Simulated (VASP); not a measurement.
Set up this calculation in VASP 6.6.1, as the native input.

```
Task                   : relaxation of cell and atoms
Functional             : PBE
Potentials or basis    : VASP PAW PBE potentials, release 64 (Ga_d)
Cutoff                 : 600 eV
k mesh                 : 16 × 16 × 16
Occupations            : fermi-dirac, width 0.05 eV
Spin                   : no spin polarisation
Target pressure        : 82 GPa
Dipole correction      : no
Further INCAR settings : ALGO = Normal; EDIFF = 1e-06; IBRION = 2; EDIFFG = -0.005; NSW = 60; ISIF = 3
```

The structure of Ga lies in POSCAR:

```
Ga
1.0
    2.2860195281      0.0000000000      0.0000000000
    0.0000000000      2.2860195281      0.0000000000
    0.0000000000      0.0000000000      2.2860195281
Ga
1
Direct
    0.0000000000      0.0000000000      0.0000000000
```

This isn't the form of Ga at room conditions, which is orthorhombic.

These files were run (other wordings do the same):

INCAR

```
SYSTEM = Ga
PREC = Accurate ; ENCUT = 600
EDIFF = 1E-6 ; ISMEAR = -1
SIGMA = 0.05 ; LREAL = .FALSE.
LASPH = .TRUE. ; NELM = 80
ALGO = Normal ; ISIF = 3
LWAVE = .FALSE. ; LCHARG = .FALSE.
GGA = PE ; IBRION = 2
NSW = 60 ; EDIFFG = -0.005
PSTRESS = 820.0
```

KPOINTS

```
Automatic mesh
0
G
  16 16 16
  0 0 0
```

Potentials or basis: VASP PAW PBE potentials, release 64 (Ga_d).

Run with:

```bash
$ cat potpaw_PBE.64/Ga_d/POTCAR > POTCAR
$ mpirun -np 1 vasp_std > vasp.out
```

Results of the run:

The relaxed volume is 12.12 Å³/atom. The relaxed cell is a = 2.297 Å, b = 2.297 Å, c = 2.297 Å, α = 90.00°, β = 90.00°, γ = 90.00°. The space group after relaxing (to 0.1 Å) is Pm-3m (No. 221) and the energy change on relaxing (the run minimises the enthalpy) is -90.8 meV/atom. The ionic steps are 5, the pressure after relaxing is 82.1 GPa and the band gap on the k mesh is zero (an odd number of electrons rules out a gap without spin polarisation).

Caveat: the cell is relaxed towards a set pressure, so the run minimises the enthalpy, not the energy.

It took 78 s on 1 thread of Intel Xeon 8259CL (shared host), peak memory 0.14 GiB.
